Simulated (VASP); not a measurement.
Re: single point with r2SCAN

Re:

```
CELL_PARAMETERS angstrom
2.49440 0.00000 0.00000
0.00000 2.49440 0.00000
0.00000 0.00000 2.49440
ATOMIC_POSITIONS crystal
Re 0.00000 0.00000 0.00000
```

This isn't the form of Re at room conditions, which is hcp.

| Item | Value |
| --- | --- |
| Program | VASP 6.6.1 |
| Task | single point |
| Functional | r2SCAN |
| Potentials or basis | VASP PAW PBE potentials, release 64 (Re) |
| Cutoff | 660 eV |
| k mesh | 14 × 14 × 14 |
| Occupations | fermi-dirac, width 0.1 eV |
| Spin | no spin polarisation |

- Pressure: 25.8 GPa
- Band gap on the k mesh: zero (an odd number of electrons rules out a gap without spin polarisation)

Levels at points of the mesh, in eV from the Fermi level:
```csv
k point,band 1,band 2,band 3,band 4,band 5,band 6,band 7,band 8
"(0.00, 0.00, 0.00)",-10.36,-6.51,-6.51,4.17,4.17,4.17,17.03,17.03
"(0.50, 0.00, 0.00)",-6.63,-5.39,-1.21,-0.18,-0.18,4.62,9.77,15.90
"(0.50, 0.50, 0.00)",-7.60,-4.54,0.68,0.68,5.22,5.22,7.10,16.38
"(0.50, 0.50, 0.50)",-5.77,-5.77,-5.77,7.42,7.42,8.28,13.38,13.38
```

It took 94 s on 1 thread of AMD EPYC 7R13, on a shared host, peak memory 0.14 GiB.

Caveat: the cell stands under pressure; the PAW data sets were made with another functional, which shifts forces and pressure a little; spin-orbit coupling is left out, which moves the levels of the heavy elements.
